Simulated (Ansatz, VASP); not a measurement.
GaP in VASP and in Ansatz

The input INCAR:

```
SYSTEM = GaP
PREC = Accurate
ENCUT = 520
EDIFF = 1E-7
ISMEAR = 0
SIGMA = 0.01
LREAL = .FALSE.
LASPH = .TRUE.
NELM = 80
ALGO = Normal
ISIF = 2
LWAVE = .FALSE.
LCHARG = .FALSE.
GGA = B5
ALDAX = 1.0
AGGAX = 1.0
AGGAC = 1.0
ALDAC = 0.0
NBANDS = 26
```

The input KPOINTS:

```
Automatic mesh
0
G
  6 6 6
  0 0 0
```

POSCAR

```
GaP
1.0
    1.9430151800      1.1218003300      6.4308101000
   -1.9430151800      1.1218003300      6.4308101000
    0.0000000000     -2.2436006700      6.4308101000
Ga P
2 2
Direct
    0.4353720000      0.4353720000      0.4353720000
    0.5646280000      0.5646280000      0.5646280000
    0.0573890000      0.0573890000      0.0573890000
    0.9426110000      0.9426110000      0.9426110000
```

Input for Ansatz:

```yaml
crystal:
  lattice:
    - [1.94301518, 1.12180033, 6.4308101]
    - [-1.94301518, 1.12180033, 6.4308101]
    - [0.0, -2.24360067, 6.4308101]
  atoms:
    - { symbol: Ga, position: [0.435372, 0.435372, 0.435372] }
    - { symbol: Ga, position: [0.564628, 0.564628, 0.564628] }
    - { symbol: P, position: [0.057388999999999996, 0.057388999999999996, 0.057388999999999996] }
    - { symbol: P, position: [0.942611, 0.942611, 0.942611] }
basis:
  ecutwfc: 470.0
kpoints:
  mp_grid:
    grid: [6, 6, 6]
    shift: [0.0, 0.0, 0.0]
hamiltonian:
  xc: blyp
scf:
  occupations:
    method: fixed
output:
  eigenvalues: true
```

Alike in both runs: task single point; functional BLYP; k mesh 6 × 6 × 6; no spin polarisation.

```csv
,VASP,Ansatz
version,VASP 6.6.1,Ansatz 0.2.0
potentials or method,"VASP PAW PBE potentials, release 64 (Ga_d, P), cutoff 520 eV","plane waves, PAW"
occupations,"gaussian, width 0.01 eV",fixed
valence electrons in the cell,36,36
```

|  | VASP | Ansatz | Ansatz less VASP |
| --- | --- | --- | --- |
| gap on the k mesh at the Fermi level (eV) | 0.95 | 0.93 | -0.013 |

VASP's potentials were made for PBE, not for BLYP.
